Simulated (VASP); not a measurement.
Runs of VASP 6.6.1 on KScS2. The structure is that of space group P4/mmm (No. 123), or close to it. The cells are those of the table. 

```csv
level,cell,k mesh,gap on the mesh (eV),pressure (GPa)
r2SCAN,"a = 3.953, b = 3.953, c = 5.354 Å, 4 atoms",6 × 6 × 4,(a),4.8
PBE,"a = 4.051, b = 4.051, c = 5.482 Å, 4 atoms",6 × 6 × 4,0.06,0.2
r2SCAN,"a = 3.994, b = 3.994, c = 5.410 Å, 4 atoms",6 × 6 × 4,(b),2.4
PBE,"a = 4.035, b = 4.035, c = 5.465 Å, 4 atoms",6 × 6 × 6,0.05,0.8
PBE,"a = 4.131, b = 4.131, c = 5.590 Å, 4 atoms",6 × 6 × 4,0.11,-2.8
r2SCAN,"a = 4.035, b = 4.035, c = 5.465 Å, 4 atoms",6 × 6 × 6,0.27,0.2
r2SCAN,"a = 4.114, b = 4.114, c = 5.573 Å, 4 atoms",6 × 6 × 4,0.31,(c)
PBE,"a = 3.969, b = 3.969, c = 5.370 Å, 4 atoms",6 × 6 × 4,none,4.3
PBE,"a = 4.010, b = 4.010, c = 5.427 Å, 4 atoms",6 × 6 × 4,0.03,2.1
r2SCAN,"a = 4.035, b = 4.035, c = 5.465 Å, 4 atoms",6 × 6 × 4,0.26,0.2
PBE,"a = 4.091, b = 4.091, c = 5.536 Å, 4 atoms",6 × 6 × 4,0.08,-1.4
r2SCAN,"a = 4.075, b = 4.075, c = 5.520 Å, 4 atoms",6 × 6 × 4,0.29,-1.6
```

Alike in all rows: task single point; potentials or basis VASP PAW PBE potentials, release 64 (K_sv, S, Sc_sv); no spin polarisation; cutoff (eV) 520; smearing fermi-dirac 0.02 eV.

Q: Fill in the values left out.

A: (a) 0.18; (b) 0.22; (c) -3.1.

Caveats: semilocal functionals underestimate gaps, and a narrow one can read as zero; the PAW data sets were made with another functional, which shifts forces and pressure a little (at least some runs); the cell stands under pressure (at least some runs); the cell stands under tension (at least some runs).

A k mesh can miss the band edges.

A gap of «none» marks levels without a gap at the run's occupations.
